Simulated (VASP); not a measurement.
LiCl:

```
CELL_PARAMETERS angstrom
0.00000 2.56476 2.56476
2.56476 0.00000 2.56476
2.56476 2.56476 0.00000
ATOMIC_POSITIONS crystal
Li 0.00000 0.00000 0.00000
Cl 0.50000 0.50000 0.50000
```

Base run:

```yaml
Program: VASP 6.6.1
Functional: r2SCAN
Potentials_or_basis: VASP PAW PBE potentials, release 64 (Li_sv, Cl)
Cutoff: 520 eV
k_mesh: 9 × 9 × 9
Occupations: fermi-dirac, width 0.03 eV
Spin: no spin polarisation
```

Its results: band gap on the k mesh 7.30 eV.

The run is repeated on the same cell with these changes: functional from r2SCAN to PBEsol. What comes out?

Band gap on the k mesh 6.14 eV.

Caveats: an odd mesh through Γ misses points on the zone boundary, where band edges can lie.
